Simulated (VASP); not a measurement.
# Zn (P6_3/mmc) in VASP: notebook, part 2 of 2

VASP 6.6.1.

## 3. Single point, PBE (strain -0.015 along x and y, +0.030 along z)

File INCAR:

```
SYSTEM = Zn
PREC = Accurate
ENCUT = 520
EDIFF = 1E-6
ISMEAR = 0
SIGMA = 0.15
LREAL = .False.
LASPH = .True.
NELM = 80
ALGO = Fast
ISIF = 2
LWAVE = .False.
LCHARG = .False.
GGA = PE
NBANDS = 19
```

File KPOINTS:

```
regular mesh
0
Gamma
  24 24 10
  0 0 0
```

File POSCAR:

```
Zn
1.0
    2.6248260824      0.0000000000      0.0000000000
   -1.3124130412      2.2731660679      0.0000000000
    0.0000000000      0.0000000000      5.0951010000
Zn
2
Direct
    0.3333333333      0.6666666667      0.2500000000
    0.6666666667      0.3333333333      0.7500000000
```

Potentials or basis: VASP PAW PBE potentials, release 64 (Zn).

The run is started by

```console
$ cat potpaw_PBE.64/Zn/POTCAR > POTCAR
$ mpirun -np 1 vasp_std > vasp.out
```

OUTCAR:

```text
SYSTEM = Zn
   PREC = Accurate
   ENCUT = 520
   EDIFF = 1E-6
   ISMEAR = 0
   LREAL = .False.
   LASPH = .True.
   NELM = 80
   ISIF = 2
   GGA = PE

 ion  position               nearest neighbor table
   1  0.333  0.667  0.250-   2 2.96   2 2.96   2 2.96   2 2.96   2 2.96   2 2.96
   2  0.667  0.333  0.750-   1 2.96   1 2.96   1 2.96   1 2.96   1 2.96   1 2.96

  LATTYP: Found a hexagonal cell.
 ALAT       =     2.6248260824
 C/A-ratio  =     1.9411194647

  Lattice vectors:

 A1 = (   2.6248260824,   0.0000000000,   0.0000000000)
 A2 = (  -1.3124130412,   2.2731660679,   0.0000000000)
 A3 = (   0.0000000000,   0.0000000000,   5.0951010000)

Analysis of symmetry for initial positions (statically):
=====================================================================
 Subroutine PRICEL returns:
 Original cell was already a primitive cell.

 Routine SETGRP: Setting up the symmetry group for a
 hexagonal supercell.

 Subroutine GETGRP returns: Found 24 space group operations
 (whereof 12 operations were pure point group operations)
 out of a pool of 24 trial point group operations.

The static configuration has the point symmetry D_3d.
 The point group associated with its full space group is D_6h.

Analysis of symmetry for dynamics (positions and initial velocities):
=====================================================================
 Subroutine PRICEL returns:
 Original cell was already a primitive cell.

 Routine SETGRP: Setting up the symmetry group for a
 hexagonal supercell.

 Subroutine GETGRP returns: Found 24 space group operations
 (whereof 12 operations were pure point group operations)
 out of a pool of 24 trial point group operations.

The dynamic configuration has the point symmetry D_3d.
 The point group associated with its full space group is D_6h.

 Subroutine INISYM returns: Found 24 space group operations
 (whereof 12 operations are pure point group operations),
 and found     1 'primitive' translations

----------------------------------------------------------------------------------------

                                     Primitive cell

  volume of cell :      30.4008

  direct lattice vectors                    reciprocal lattice vectors
     2.624826082  0.000000000  0.000000000     0.380977622  0.219957533  0.000000000
    -1.312413041  2.273166068  0.000000000     0.000000000  0.439915066  0.000000000
     0.000000000  0.000000000  5.095101000     0.000000000  0.000000000  0.196266963

  length of vectors
     2.624826082  2.624826082  5.095101000     0.439915066  0.439915066  0.196266963

  position of ions in fractional coordinates (direct lattice)
     0.333333333  0.666666667  0.250000000
     0.666666667  0.333333333  0.750000000

  ion indices of the primitive-cell ions
   primitive index   ion index
                 1           1
                 2           2

----------------------------------------------------------------------------------------

 KPOINTS: regular mesh

Automatic generation of k-mesh.
 Grid dimensions read from file:
 generate k-points for:   24   24   10

 Generating k-lattice:

  Cartesian coordinates                     Fractional coordinates (reciprocal lattice)
     0.015874068  0.009164897  0.000000000     0.041666667  0.000000000  0.000000000
     0.000000000  0.018329794  0.000000000     0.000000000  0.041666667  0.000000000
     0.000000000  0.000000000  0.019626696     0.000000000  0.000000000  0.100000000

  Length of vectors
     0.018329794  0.018329794  0.019626696

  Shift w.r.t. Gamma in fractional coordinates (k-lattice)
     0.000000000  0.000000000  0.000000000

 Subroutine IBZKPT returns following result:
 ===========================================

 Found    366 irreducible k-points:

 Following reciprocal coordinates:
            Coordinates               Weight
  0.000000  0.000000  0.000000      1.000000
  0.041667 -0.000000  0.000000      6.000000
  0.083333 -0.000000  0.000000      6.000000
  0.125000  0.000000  0.000000      6.000000
  0.166667  0.000000  0.000000      6.000000
  0.208333  0.000000  0.000000      6.000000
[... 16 lines left out ...]
  0.416667  0.041667  0.000000     12.000000
  0.458333  0.041667  0.000000     12.000000
 [... further k-points ...]
   k-points           NKPTS =    366   k-points in BZ     NKDIM =    366   number of bands    NBANDS=     19
   number of dos      NEDOS =    301   number of ions     NIONS =      2
   total plane-waves  NPLWV =  16000
   dimension x,y,z NGX =    20 NGY =   20 NGZ =   40
   dimension x,y,z NGXF=    40 NGYF=   40 NGZF=   80
   ions per type =               2
   NGX,Y,Z   is equivalent  to a cutoff of  12.67, 12.67, 13.05 a.u.
   NGXF,Y,Z  is equivalent  to a cutoff of  25.33, 25.33, 26.10 a.u.
 SYSTEM =  Zn
   PREC   = accura    normal or accurate (medium, high low for compatibility)
   ISTART =      0    job   : 0-new  1-cont  2-samecut
   ICHARG =      2    charge: 1-file 2-atom 10-const
   ISPIN  =      1    spin polarized calculation?
   LNONCOLLINEAR =      F non collinear calculations
   LSORBIT =      F    spin-orbit coupling
   LASPH  =      T    aspherical Exc in radial PAW
   ENCUT  =  520.0 eV  38.22 Ry    6.18 a.u.   4.88  4.88  9.47*2*pi/ulx,y,z
   NELM   =     80;   NELMIN=  2; NELMDL= -5     # of ELM steps
   EDIFF  = 0.1E-05   stopping-criterion for ELM
   LREAL  =      F    real-space projection
   EDIFFG = 0.1E-04   stopping-criterion for IOM
   NSW    =      0    number of steps for IOM
   IBRION =     -1    ionic relax: 0-MD 1-quasi-New 2-CG
   NFREE  =      0    steps in history (QN), initial steepest desc. (CG)
   ISIF   =      2    stress and relaxation
   ISYM   =      2    0-nonsym 1-usesym 2-fastsym
   POTIM  = 0.5000    time-step for ionic-motion
   TEBEG  =    0.0;   TEEND  =   0.0 temperature during run
   PSTRESS=    0.0 pullay stress
   NELECT =      24.0000    total number of electrons
   NUPDOWN=      -1.0000    fix difference up-down
   EMIN   =  10.00;   EMAX   =-10.00  energy-range for DOS
   EFERMI =   0.00;   METHOD = LEGACY
   ISMEAR =     0;   SIGMA  =   0.15  broadening in eV -4-tet -1-fermi 0-gaus
   EFERMI_NEDOS =   21; number of points for ismear=-14 and -15
   IALGO  =     68    algorithm
   IMIX   =      4    mixing-type and parameters
     AMIX     =   0.40;   BMIX     =  1.00
     AMIX_MAG =   1.60;   BMIX_MAG =  1.00
  volume/ion in A,a.u.               =      15.20       102.58
  Fermi-wavevector in a.u.,A,eV,Ry     =   1.513040  2.859231 31.147682  2.289290
  Thomas-Fermi vector in A             =   2.622884
   LORBIT       =      0    0 simple, 1 ext, 2 COOP (PROOUT), +10 PAW based schemes
   GGA     = PE    functional components
   LHFCALC =     F    Hartree Fock is set to
   AEXX    =    0.0000 exact exchange contribution
   IVDW    =     0    specifies the selected vdW correction
   LEPSILON=     F    determine dielectric tensor
   LRPA    =     F    only Hartree local field effects (RPA)
 non-spin polarized calculation
 RMM-DIIS sequential band-by-band and
 Gauss-broadening in eV      SIGMA  =   0.15
  energy-cutoff  :      520.00
  volume of cell :       30.40
 maximum number of plane-waves:       840
 NGX is ok and might be reduce to    20
   NGX =  9   NGY =  9   NGZ = 19

 number of electron      24.0000006 magnetization

 Free energy of the ion-electron system (eV)
  ---------------------------------------------------
  ext. energy  EPLUGINS =         0.00000000
  ---------------------------------------------------
  free energy    TOTEN  =        -2.21858452 eV

  energy without entropy =       -2.21511480  energy(sigma->0) =       -2.21684966

 E-fermi :   3.0199     XC(G=0): -11.5424

 val. band max:        3.0141810193   @ k =   0.2500   0.0417   0.1000
 cond. band min:       3.0435518345   @ k =   0.3333   0.2500   0.4000
 fundamental gap:      0.0293708152
 Fermi energy:         3.0198740945

 k-point     1 :       0.0000    0.0000    0.0000
  band No.  band energies     occupation
      1      -7.3094      2.00000
      2      -5.6098      2.00000
      3      -4.8834      2.00000
      4      -4.6027      2.00000
      5      -4.6027      2.00000
      6      -4.5628      2.00000
[... 11 lines left out ...]
     18      22.9477      0.00000
     19      23.0298      0.00000
[... 485 lines left out ...]
 k-point    24 :       0.4583    0.0417    0.0000
  band No.  band energies     occupation
      1      -5.3599      2.00000
      2      -5.2805      2.00000
      3      -5.0799      2.00000
      4      -4.6478      2.00000
      5      -4.4244      2.00000
      6      -4.4025      2.00000
[... 11 lines left out ...]
     18      18.2008      0.00000
     19      18.7472      0.00000

 [... further k-points ...]

------------------------ aborting loop because EDIFF is reached ----------------------------------------

  FORCE on cell =-STRESS in cart. coord.  units (eV):
  Direction    XX          YY          ZZ          XY          YZ          ZX
  --------------------------------------------------------------------------------------
  -------------------------------------------------------------------------------------
  Total        0.3934865      0.3934865      0.1007832     -0.0000000     -0.0000000     -0.0000000
  in kB       20.7374754     20.7374754      5.3114625     -0.0000000     -0.0000000     -0.0000000
  external PRESSURE =      15.5954711 kB  Pullay stress =       0.0000000 kB

 VOLUME and BASIS-vectors are now :
 -----------------------------------------------------------------------------
  energy-cutoff  :      520.00
  volume of cell :       30.40
      direct lattice vectors                 reciprocal lattice vectors
     2.624826082  0.000000000  0.000000000     0.380977622  0.219957533  0.000000000
    -1.312413041  2.273166068  0.000000000     0.000000000  0.439915066  0.000000000
     0.000000000  0.000000000  5.095101000     0.000000000  0.000000000  0.196266963

 POSITION                                       TOTAL-FORCE (eV/Angst)
 -----------------------------------------------------------------------------------
     -0.00000      1.51544      1.27378         0.000000     -0.000000      0.000000
      1.31241      0.75772      3.82133        -0.000000      0.000000      0.000000
 -----------------------------------------------------------------------------------
    total drift:                               -0.000000      0.000000      0.000000

  FREE ENERGIE OF THE ION-ELECTRON SYSTEM (eV)
  ---------------------------------------------------
  free  energy   TOTEN  =        -2.2185845226 eV

  energy  without entropy=       -2.2151148044  energy(sigma->0) =       -2.21684966
```

OSZICAR:

```text
N       E                     dE             d eps       ncg     rms          rms(c)
DAV:   1     0.112963015070E+03    0.11296E+03   -0.12319E+04 14412   0.199E+03
DAV:   2     0.276312127960E+01   -0.11020E+03   -0.10627E+03 14019   0.295E+02
DAV:   3    -0.240165327550E+01   -0.51648E+01   -0.51455E+01 15514   0.700E+01
DAV:   4    -0.243271340611E+01   -0.31060E-01   -0.31052E-01 15211   0.561E+00
DAV:   5    -0.243275377537E+01   -0.40369E-04   -0.40369E-04 15253   0.183E-01    0.404E+00
RMM:   6    -0.223232825299E+01    0.20043E+00   -0.74732E-01 15996   0.103E+01    0.307E+00
RMM:   7    -0.222379634125E+01    0.85319E-02   -0.21770E-02 16534   0.207E+00    0.153E+00
RMM:   8    -0.221861848848E+01    0.51779E-02   -0.57632E-03 15677   0.682E-01    0.113E-01
RMM:   9    -0.221862357623E+01   -0.50878E-05   -0.16010E-03 16998   0.565E-01    0.961E-02
RMM:  10    -0.221858281656E+01    0.40760E-04   -0.21038E-04 16718   0.156E-01    0.429E-03
RMM:  11    -0.221858468712E+01   -0.18706E-05   -0.17279E-05 16272   0.449E-02    0.507E-03
RMM:  12    -0.221858452262E+01    0.16450E-06   -0.46749E-06 14962   0.263E-02
   1 F= -.22185845E+01 E0= -.22168497E+01  d E =-.346972E-02
```

Wall time 2.1 min (1 thread of AMD EPYC 7R13 (Zen 3), shared host); peak memory 0.24 GiB.

Results:

- Free energy: -2.2186 eV
- Pressure: 1.6 GPa
- Band gap on the k mesh: zero (bands 12 and 13 overlap by 5.08 eV)

Caveat: the cell differs from its parent crystal (strain -0.015 along x and y, +0.030 along z).

## 4. Single point, PBE (strain +0.015 along x and y, -0.030 along z)

File INCAR:

```
PREC = Accurate
ENCUT = 520
EDIFF = 1E-6
ISMEAR = 0
SIGMA = 0.15
LREAL = False
LASPH = True
NELM = 100
ALGO = Fast
ISIF = 2
LWAVE = False
LCHARG = False
GGA = PE
NBANDS = 19
```

File KPOINTS:

```
regular mesh
0
Gamma
  24 24 10
```

File POSCAR:

```
Zn
1.0
    2.7047700240      0.0000000000      0.0000000000
   -1.3523850120      2.3423995522      0.0000000000
    0.0000000000      0.0000000000      4.7982990000
Zn
2
Direct
    0.3333333333      0.6666666667      0.2500000000
    0.6666666667      0.3333333333      0.7500000000
```

The run is started by

```console
$ cat potpaw_PBE.64/Zn/POTCAR > POTCAR
$ mpirun -np 1 vasp_std > vasp.out
```

Run time: 1.9 min. Hardware: 1 thread of AMD EPYC 7R13 (Zen 3), shared host; peak memory 0.24 GiB.

The run converged. Its results:

```yaml
Free_energy: -2.2065 eV
Pressure: -0.9 GPa
Band_gap_on_the_k_mesh: zero (bands 12 and 13 overlap by 4.11 eV)
```

Stress tensor (GPa, compression positive):
```
-1.31  0.00  0.00
 0.00 -1.31  0.00
 0.00  0.00 -0.16
```

Levels at points of the mesh, in eV from the Fermi level:
| k point | band 8 | band 9 | band 10 | band 11 | band 12 | band 13 | band 14 | band 15 | band 16 | band 17 |
| --- | --- | --- | --- | --- | --- | --- | --- | --- | --- | --- |
| (0.00, 0.00, 0.00) | -7.43 | -7.43 | -7.17 | -7.17 | -3.51 | -2.59 | 15.11 | 16.42 | 16.42 | 18.05 |
| (0.50, 0.00, 0.00) | -7.16 | -7.04 | -7.01 | -3.08 | -2.48 | 2.85 | 3.45 | 4.26 | 5.70 | 9.41 |
| (0.00, 0.00, 0.50) | -7.67 | -7.27 | -7.27 | -7.27 | -7.27 | 5.39 | 5.39 | 17.81 | 17.81 | 17.81 |
| (0.50, 0.00, 0.50) | -7.18 | -7.02 | -7.02 | -2.02 | -2.02 | -0.13 | -0.13 | 10.67 | 10.67 | 11.37 |

Caveat: the cell differs from its parent crystal (strain +0.015 along x and y, -0.030 along z).

## 5. The runs side by side

| cell | gap on the mesh (eV) | pressure (GPa) |
| --- | --- | --- |
| a = 2.625, b = 2.625, c = 5.021 Å, angles 90.0, 90.0, 120.0°, 2 atoms | none | 2.3 |
| a = 2.625, b = 2.625, c = 5.095 Å, angles 90.0, 90.0, 120.0°, 2 atoms | none | 1.6 |
| a = 2.705, b = 2.705, c = 4.798 Å, angles 90.0, 90.0, 120.0°, 2 atoms | none | -0.9 |

Alike in all rows: task single point; level PBE; potentials or basis VASP PAW PBE potentials, release 64 (Zn); no spin polarisation; k mesh 24 × 24 × 10; cutoff (eV) 520; smearing gaussian 0.15 eV.

Total energies depend on the potentials used, so only differences within one code and one set of settings carry meaning.

The gap in the log of VASP goes by the Fermi energy; the results here count the filled bands.